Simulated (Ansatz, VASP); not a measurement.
One calculation of CdSe, two programs

Contents of POSCAR:

```
CdSe
1.0
    0.0000000000      3.0702710000      3.0702710000
    3.0702710000      0.0000000000      3.0702710000
    3.0702710000      3.0702710000      0.0000000000
Cd Se
1 1
Direct
    0.0000000000      0.0000000000      0.0000000000
    0.7500000000      0.7500000000      0.7500000000
```

The input INCAR.step1:

```
SYSTEM = CdSe
ALGO = Normal ; EDIFF = 1E-5
ENCUT = 550 ; GGA = PE
GGA_COMPAT = .False. ; ISMEAR = 0
LASPH = .True. ; LCHARG = .False.
LREAL = .False. ; LWAVE = .True.
NBANDS = 16 ; NELM = 120
PREC = Accurate ; SIGMA = 0.01
```

The input INCAR.step2:

```
SYSTEM = CdSe
ALGO = Normal ; EDIFF = 1E-6
ENCUT = 550 ; GGA_COMPAT = .False.
ISIF = 2 ; ISMEAR = 0
ISTART = 1 ; LASPH = .True.
LCHARG = .False. ; LMIXTAU = .True.
LREAL = .False. ; LWAVE = .False.
METAGGA = R2SCAN ; NBANDS = 16
NELM = 120 ; PREC = Accurate
SIGMA = 0.01
```

KPOINTS

```
k-points
0
Gamma
  6 6 6
  0 0 0
```

Input for Ansatz:

```yaml
crystal:
  lattice:
    - [0.0, 3.070271, 3.070271]
    - [3.070271, 0.0, 3.070271]
    - [3.070271, 3.070271, 0.0]
  atoms:
    - { symbol: Cd, position: [0.0, 0.0, 0.0] }
    - { symbol: Se, position: [0.75, 0.75, 0.75] }
basis:
  ecutwfc: 600.0
kpoints:
  mp_grid:
    grid: [6, 6, 6]
    shift: [0.0, 0.0, 0.0]
hamiltonian:
  xc: r2scan
scf:
  occupations:
    method: fixed
output:
  stress: true
  eigenvalues: true
```

Alike in both runs: task single point; functional r2SCAN; k mesh 6 × 6 × 6; no spin polarisation.

|  | VASP | Ansatz |
| --- | --- | --- |
| version | VASP 6.6.1 | Ansatz 0.2.0 |
| potentials or method | VASP PAW PBE potentials, release 64 (Cd, Se), cutoff 550 eV | plane waves, PAW |
| occupations | gaussian, width 0.01 eV | fixed |
| valence electrons in the cell | 18 | 36 |

|  | VASP | Ansatz | Ansatz less VASP |
| --- | --- | --- | --- |
| gap on the k mesh at the Fermi level (eV) | 1.02 | 1.03 | +0.010 |
| pressure (GPa) | 0.1 | -0.2 | -0.22 |

VASP's potentials were made for PBE, not for r2SCAN. VASP's potentials hold 18 valence electrons a cell and Ansatz's 36, so a difference there can come from the potentials and not from the codes.
